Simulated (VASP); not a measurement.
Fe:

```xyz
1
Lattice="-1.4390 1.4390 1.4390 1.4390 -1.4390 1.4390 1.4390 1.4390 -1.4390" Properties=species:S:1:pos:R:3 pbc="T T T"
Fe    0.0000    0.0000    0.0000
```

Base run:

```yaml
Program: VASP 6.6.1
Functional: r2SCAN
Potentials_or_basis: VASP PAW PBE potentials, release 64 (Fe)
Cutoff: 520 eV
k_mesh: 13 × 13 × 13
Occupations: gaussian, width 0.1 eV
Spin: collinear spin, ferromagnetic start
Starting_moments: "[1.2] μB"
Fixed_moment: 1.2 μB
```

Its results: pressure -23.2 GPa; site moments Fe +1.26 μB.

Problem. The run is repeated on the same cell with these changes: fixed moment from 1.2 μB to 0.6 μB; moments at the start from [1.2] to [0.6]. What comes out?

Solution. Pressure -23.6 GPa; site moments Fe +0.65 μB.

Caveats: the PAW data sets were made with another functional, which shifts forces and pressure a little; the total moment is fixed, so each spin has its own Fermi level.
